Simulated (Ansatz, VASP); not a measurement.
Bi2Se3: VASP beside Ansatz

```
Se Bi
1.0
     4.28932    0.00000    0.00000
    -2.14466    3.71466    0.00000
     0.00000    0.00000   39.98244
Se Bi
3 2
Direct
  0.00000 0.00000 0.41581
  0.66667 0.33333 0.50000
  0.33333 0.66667 0.58419
  0.33333 0.66667 0.45320
  0.00000 0.00000 0.54680
```

Change from the starting cell: biaxial strain +0.040, atoms relaxed.

Alike in both runs: functional PBE; dispersion D3(BJ); k mesh 12 × 12 × 1; occupations gaussian, width 0.02 eV; no spin polarisation.

Ansatz relaxed the structure, and its values are those at the end. VASP's run is a single point on that final structure, the one shown.

|  | VASP | Ansatz |
| --- | --- | --- |
| version | VASP 6.6.1 | Ansatz 0.2.0 |
| potentials or method | VASP PAW PBE potentials, release 64 (Se, Bi_d), cutoff 520 eV | scalar-relativistic, plane waves, PAW |
| valence electrons in the cell | 48 | 78 |

```csv
,VASP,Ansatz,Ansatz less VASP
gap on the k mesh at the Fermi level (eV),0.58,0.59,+0.003
least direct gap on the mesh (eV),1.07,1.07,0.000
rms of the force components (eV/Å),0.004,0.000,-0.0037
```

VASP's potentials hold 48 valence electrons a cell and Ansatz's 78, so a difference there can come from the potentials and not from the codes. Ansatz's warnings: stress scf threshold loose, xc potential rough in thin density.

Spin-orbit coupling is off throughout.
